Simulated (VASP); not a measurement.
The system is Bi3O.

```
Bi O
1.0
     5.85553    0.00000    0.00000
     0.00000    5.85553    0.00000
     0.00000    0.00000    5.85553
Bi O
6 2
Cartesian
  1.4639 0.0000 2.9278
  2.9278 4.3916 0.0000
  4.3916 0.0000 2.9278
  2.9278 1.4639 0.0000
  0.0000 2.9278 4.3916
  0.0000 2.9278 1.4639
  0.0000 0.0000 0.0000
  2.9278 2.9278 2.9278
```

The cell was generated, and may not be a known phase.

| Property | Result |
| --- | --- |
| Program | VASP 6.6.1 |
| Task | relaxation of cell and atoms |
| Functional | PBE |
| Potentials or basis | VASP PAW PBE potentials, release 64 (Bi_d, O) |
| Cutoff | 600 eV |
| k mesh | 6 × 6 × 6 |
| Occupations | gaussian, width 0.1 eV |
| Spin | no spin polarisation |

At the start: pressure 1.7 GPa; volume 25.10 Å³/atom.

Task: How do energy, volume and symmetry change on relaxing?

Result: Over 3 steps the energy falls by 3.6 meV/atom and the volume is 25.79 Å³/atom (+2.8 %); space group Pm-3n (No. 223, to 0.1 Å) before and after.

The path:
```csv
step,energy change (eV),largest force (eV/Å),pressure (GPa),volume (Å³)
1,0.0000,0.0000,1.69,200.77
2,-0.0246,0.0000,-0.59,208.54
3,-0.0286,0.0000,0.00,206.35
```

Final structure:
```
Bi O
1.0
     5.90931    0.00000    0.00000
     0.00000    5.90931    0.00000
     0.00000    0.00000    5.90931
Bi O
6 2
Cartesian
  1.4773 0.0000 2.9547
  2.9547 4.4320 0.0000
  4.4320 0.0000 2.9547
  2.9547 1.4773 0.0000
  0.0000 2.9547 4.4320
  0.0000 2.9547 1.4773
  0.0000 0.0000 0.0000
  2.9547 2.9547 2.9547
```
